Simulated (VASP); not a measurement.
# TiRh (P4/mmm) in VASP: relaxation of cell and atoms with LDA

Aim: the relaxation of cell and atoms of TiRh with LDA.

Program: VASP 6.6.1. These are calculated values, not measurements. Logs are shortened: lines on timing, memory, paths and dates and some standing lists are left out, and cuts for length are marked.

**1. The cell of the first run**

Symmetry: P4/mmm, No. 123, tetragonal system. The conventional cell has a = 2.966 Å, b = 2.966 Å, c = 3.407 Å, α = 90.00°, β = 90.00°, γ = 90.00°. Within 3.6 Å of Ti (site symmetry 4/mmm) lie 8 Rh at 2.70 Å and 6 Ti at 2.97 to 3.41 Å. Rh (site symmetry 4/mmm) has 8 Ti at 2.70 Å and 6 Rh at 2.97 to 3.41 Å within 3.6 Å.

**2. Relaxation of cell and atoms, LDA**

File INCAR:

```
ALGO = Normal
EDIFF = 1E-7
EDIFFG = -0.005
ENCUT = 600
GGA = CA
IBRION = 2
ISIF = 3
ISMEAR = -1
LASPH = True
LCHARG = False
LREAL = False
LWAVE = False
NELM = 100
NSW = 70
PREC = Accurate
SIGMA = 0.1
```

File KPOINTS:

```
k-points
0
Gamma
  14 14 12
```

File POSCAR:

```
TiRh
1.0
    2.9660091395      0.0000000000      0.0000000000
    0.0000000000      2.9660091395      0.0000000000
    0.0000000000      0.0000000000      3.4065966396
Ti Rh
1 1
Direct
    0.5000000000      0.5000000000      0.5000000000
    0.0000000000      0.0000000000      0.0000000000
```

Potentials or basis: VASP PAW LDA potentials, release 64 (Ti_sv, Rh_pv).

On the command line:

```console
$ cat potpaw_LDA.64/Ti_sv/POTCAR potpaw_LDA.64/Rh_pv/POTCAR > POTCAR
$ mpirun -np 1 vasp_std > vasp.out
```

OUTCAR:

```text
EDIFF = 1E-7
   EDIFFG = -0.005
   ENCUT = 600
   GGA = CA
   IBRION = 2
   ISIF = 3
   ISMEAR = -1
   LASPH = True
   LREAL = False
   NELM = 100
   NSW = 70
   PREC = Accurate

 ion  position               nearest neighbor table
   1  0.500  0.500  0.500-   2 2.70   2 2.70   2 2.70   2 2.70   2 2.70   2 2.70   2 2.70   2 2.70

   2  0.000  0.000  0.000-   1 2.70   1 2.70   1 2.70   1 2.70   1 2.70   1 2.70   1 2.70   1 2.70

  LATTYP: Found a simple tetragonal cell.
 ALAT       =     2.9660091395
 C/A-ratio  =     1.1485455639

  Lattice vectors:

 A1 = (   2.9660091395,   0.0000000000,   0.0000000000)
 A2 = (   0.0000000000,   2.9660091395,   0.0000000000)
 A3 = (   0.0000000000,   0.0000000000,   3.4065966396)

Analysis of symmetry for initial positions (statically):
=====================================================================
 Subroutine PRICEL returns:
 Original cell was already a primitive cell.

 Routine SETGRP: Setting up the symmetry group for a
 simple tetragonal supercell.

 Subroutine GETGRP returns: Found 16 space group operations
 (whereof 16 operations were pure point group operations)
 out of a pool of 16 trial point group operations.

The static configuration has the point symmetry D_4h.

Analysis of symmetry for dynamics (positions and initial velocities):
=====================================================================
 Subroutine PRICEL returns:
 Original cell was already a primitive cell.

 Routine SETGRP: Setting up the symmetry group for a
 simple tetragonal supercell.

 Subroutine GETGRP returns: Found 16 space group operations
 (whereof 16 operations were pure point group operations)
 out of a pool of 16 trial point group operations.

The dynamic configuration has the point symmetry D_4h.

 Subroutine INISYM returns: Found 16 space group operations
 (whereof 16 operations are pure point group operations),
 and found     1 'primitive' translations

----------------------------------------------------------------------------------------

                                     Primitive cell

  volume of cell :      29.9685

  direct lattice vectors                    reciprocal lattice vectors
     2.966009140  0.000000000  0.000000000     0.337153378  0.000000000  0.000000000
     0.000000000  2.966009140  0.000000000     0.000000000  0.337153378  0.000000000
     0.000000000  0.000000000  3.406596640     0.000000000  0.000000000  0.293548109

  length of vectors
     2.966009140  2.966009140  3.406596640     0.337153378  0.337153378  0.293548109

  position of ions in fractional coordinates (direct lattice)
     0.500000000  0.500000000  0.500000000
     0.000000000  0.000000000  0.000000000

  ion indices of the primitive-cell ions
   primitive index   ion index
                 1           1
                 2           2

----------------------------------------------------------------------------------------

 KPOINTS: k-points

Automatic generation of k-mesh.
 Grid dimensions read from file:
 generate k-points for:   14   14   12

 Generating k-lattice:

  Cartesian coordinates                     Fractional coordinates (reciprocal lattice)
     0.024082384  0.000000000  0.000000000     0.071428571  0.000000000  0.000000000
     0.000000000  0.024082384  0.000000000     0.000000000  0.071428571  0.000000000
     0.000000000  0.000000000  0.024462342     0.000000000  0.000000000  0.083333333

  Length of vectors
     0.024082384  0.024082384  0.024462342

  Shift w.r.t. Gamma in fractional coordinates (k-lattice)
     0.000000000  0.000000000  0.000000000

 Subroutine IBZKPT returns following result:
 ===========================================

 Found    252 irreducible k-points:

 Following reciprocal coordinates:
            Coordinates               Weight
  0.000000  0.000000  0.000000      1.000000
  0.071429  0.000000  0.000000      4.000000
  0.142857  0.000000  0.000000      4.000000
  0.214286  0.000000  0.000000      4.000000
  0.285714  0.000000  0.000000      4.000000
  0.357143  0.000000  0.000000      4.000000
[... 16 lines left out ...]
  0.285714  0.214286  0.000000      8.000000
  0.357143  0.214286  0.000000      8.000000
 [... further k-points ...]
   k-points           NKPTS =    252   k-points in BZ     NKDIM =    252   number of bands    NBANDS=     17
   number of dos      NEDOS =    301   number of ions     NIONS =      2
   total plane-waves  NPLWV =  16128
   dimension x,y,z NGX =    24 NGY =   24 NGZ =   28
   dimension x,y,z NGXF=    48 NGYF=   48 NGZF=   56
   ions per type =               1   1
   NGX,Y,Z   is equivalent  to a cutoff of  13.45, 13.45, 13.66 a.u.
   NGXF,Y,Z  is equivalent  to a cutoff of  26.90, 26.90, 27.33 a.u.
 SYSTEM =  unknown system
   PREC   = accura    normal or accurate (medium, high low for compatibility)
   ISTART =      0    job   : 0-new  1-cont  2-samecut
   ICHARG =      2    charge: 1-file 2-atom 10-const
   ISPIN  =      1    spin polarized calculation?
   LNONCOLLINEAR =      F non collinear calculations
   LSORBIT =      F    spin-orbit coupling
   LASPH  =      T    aspherical Exc in radial PAW
   ENCUT  =  600.0 eV  44.10 Ry    6.64 a.u.   5.92  5.92  6.80*2*pi/ulx,y,z
   NELM   =    100;   NELMIN=  2; NELMDL= -5     # of ELM steps
   EDIFF  = 0.1E-06   stopping-criterion for ELM
   LREAL  =      F    real-space projection
   EDIFFG = -.5E-02   stopping-criterion for IOM
   NSW    =     70    number of steps for IOM
   IBRION =      2    ionic relax: 0-MD 1-quasi-New 2-CG
   NFREE  =      1    steps in history (QN), initial steepest desc. (CG)
   ISIF   =      3    stress and relaxation
   ISYM   =      2    0-nonsym 1-usesym 2-fastsym
   POTIM  = 0.5000    time-step for ionic-motion
   TEBEG  =    0.0;   TEEND  =   0.0 temperature during run
   PSTRESS=    0.0 pullay stress
   NELECT =      27.0000    total number of electrons
   NUPDOWN=      -1.0000    fix difference up-down
   EMIN   =  10.00;   EMAX   =-10.00  energy-range for DOS
   EFERMI =   0.00;   METHOD = LEGACY
   ISMEAR =    -1;   SIGMA  =   0.10  broadening in eV -4-tet -1-fermi 0-gaus
   EFERMI_NEDOS =   21; number of points for ismear=-14 and -15
   IALGO  =     38    algorithm
   IMIX   =      4    mixing-type and parameters
     AMIX     =   0.40;   BMIX     =  1.00
     AMIX_MAG =   1.60;   BMIX_MAG =  1.00
  volume/ion in A,a.u.               =      14.98       101.12
  Fermi-wavevector in a.u.,A,eV,Ry     =   1.581154  2.987948 34.015221  2.500048
  Thomas-Fermi vector in A             =   2.681273
   LORBIT       =      0    0 simple, 1 ext, 2 COOP (PROOUT), +10 PAW based schemes
   GGA     = CA    functional components
   LHFCALC =     F    Hartree Fock is set to
   AEXX    =    0.0000 exact exchange contribution
   IVDW    =     0    specifies the selected vdW correction
   LEPSILON=     F    determine dielectric tensor
   LRPA    =     F    only Hartree local field effects (RPA)
 conjugate gradient relaxation of ions
 non-spin polarized calculation
  energy-cutoff  :      600.00
  volume of cell :       29.97
 maximum number of plane-waves:      1024
 NGX is ok and might be reduce to    24
   NGX = 11   NGY = 11   NGZ = 13

--------------------------------------- Ionic step        1  -------------------------------------------

 number of electron      26.9999998 magnetization

 Free energy of the ion-electron system (eV)
  ---------------------------------------------------
  ext. energy  EPLUGINS =         0.00000000
  ---------------------------------------------------
  free energy    TOTEN  =       -18.71467565 eV

  energy without entropy =      -18.63444065  energy(sigma->0) =      -18.67455815

------------------------ aborting loop because EDIFF is reached ----------------------------------------

  FORCE on cell =-STRESS in cart. coord.  units (eV):
  Direction    XX          YY          ZZ          XY          YZ          ZX
  --------------------------------------------------------------------------------------
  -------------------------------------------------------------------------------------
  Total       -2.2339409     -2.2339409     -2.2045951      0.0000000      0.0000000      0.0000000
  in kB     -119.4308646   -119.4308646   -117.8619786      0.0000000      0.0000000      0.0000000
  external PRESSURE =    -118.9079026 kB  Pullay stress =       0.0000000 kB
[... 273 lines left out ...]
  energy  without entropy=      -18.7090080827  energy(sigma->0) =      -18.74672062

--------------------------------------- Ionic step        9  -------------------------------------------

 number of electron      27.0000009 magnetization

 Free energy of the ion-electron system (eV)
  ---------------------------------------------------
  ext. energy  EPLUGINS =         0.00000000
  ---------------------------------------------------
  free energy    TOTEN  =       -18.78444698 eV

  energy without entropy =      -18.70904762  energy(sigma->0) =      -18.74674730

 E-fermi :  11.2910     XC(G=0): -13.5123

 val. band max:       11.2866978315   @ k =   0.2143   0.0714   0.3333
 cond. band min:      11.2913143607   @ k =   0.0714   0.0714   0.1667
 fundamental gap:      0.0046165292
 Fermi energy:        11.2909594671

 k-point     1 :       0.0000    0.0000    0.0000
  band No.  band energies     occupation
      1     -45.3019      2.00000
      2     -35.3376      2.00000
      3     -35.2555      2.00000
      4     -35.2555      2.00000
      5     -21.8837      2.00000
      6     -21.7317      2.00000
[... 9 lines left out ...]
     16      14.0939      0.00000
     17      14.2407      0.00000
[... 443 lines left out ...]
      1     -45.2506      2.00000
      2     -35.3966      2.00000
      3     -35.3141      2.00000
      4     -35.3108      2.00000
      5     -22.0368      2.00000
      6     -21.8566      2.00000
[... 9 lines left out ...]
     16      12.4099      0.00003
     17      13.0029      0.00000

 [... further k-points ...]

------------------------ aborting loop because EDIFF is reached ----------------------------------------

  FORCE on cell =-STRESS in cart. coord.  units (eV):
  Direction    XX          YY          ZZ          XY          YZ          ZX
  --------------------------------------------------------------------------------------
  -------------------------------------------------------------------------------------
  Total       -0.0073668     -0.0073668     -0.0091656      0.0000000      0.0000000     -0.0000000
  in kB       -0.4186304     -0.4186304     -0.5208494      0.0000000      0.0000000     -0.0000000
  external PRESSURE =      -0.4527034 kB  Pullay stress =       0.0000000 kB
[... 17 lines left out ...]
  FREE ENERGIE OF THE ION-ELECTRON SYSTEM (eV)
  ---------------------------------------------------
  free  energy   TOTEN  =       -18.7844469817 eV

  energy  without entropy=      -18.7090476222  energy(sigma->0) =      -18.74674730

 reached required accuracy - stopping structural energy minimisation
```

Run time: 11 min. Hardware: 1 thread of Intel Xeon Platinum 8375C at 2.90GHz (Ice Lake), shared host; peak memory 0.28 GiB.

What came out:

* Free energy: -18.7844 eV
* Relaxed volume: 14.10 Å³/atom
* Relaxed cell: a = 2.901 Å, b = 2.901 Å, c = 3.350 Å, α = 90.00°, β = 90.00°, γ = 90.00°
* Space group after relaxing (to 0.05 Å): P4/mmm (No. 123)
* Energy gained by relaxing: 34.9 meV/atom
* Ionic steps: 9
* Pressure after relaxing: 0.0 GPa

The path:
```csv
step,energy change (eV),largest force (eV/Å),pressure (GPa),volume (Å³)
1,0.0000,0.0000,-11.89,29.97
2,0.1626,0.0000,29.22,25.40
3,-0.0695,0.0000,-0.43,28.25
4,-0.0696,0.0000,-0.07,28.20
5,-0.0696,0.0000,0.21,28.17
6,-0.0697,0.0000,-0.30,28.23
7,-0.0697,0.0000,-0.22,28.22
8,-0.0698,0.0000,-0.11,28.20
9,-0.0698,0.0000,-0.05,28.19
```

Final structure:
```yaml
crystal:
  lattice:
    - [2.90092, 0.00000, 0.00000]
    - [0.00000, 2.90092, 0.00000]
    - [0.00000, 0.00000, 3.35032]
  atoms:
    - { symbol: Ti, position: [0.50000, 0.50000, 0.50000] }
    - { symbol: Rh, position: [0.00000, 0.00000, 0.00000] }
```

LDA usually gives volumes a few per cent too small. Zero-point motion and thermal expansion aren't in these numbers.
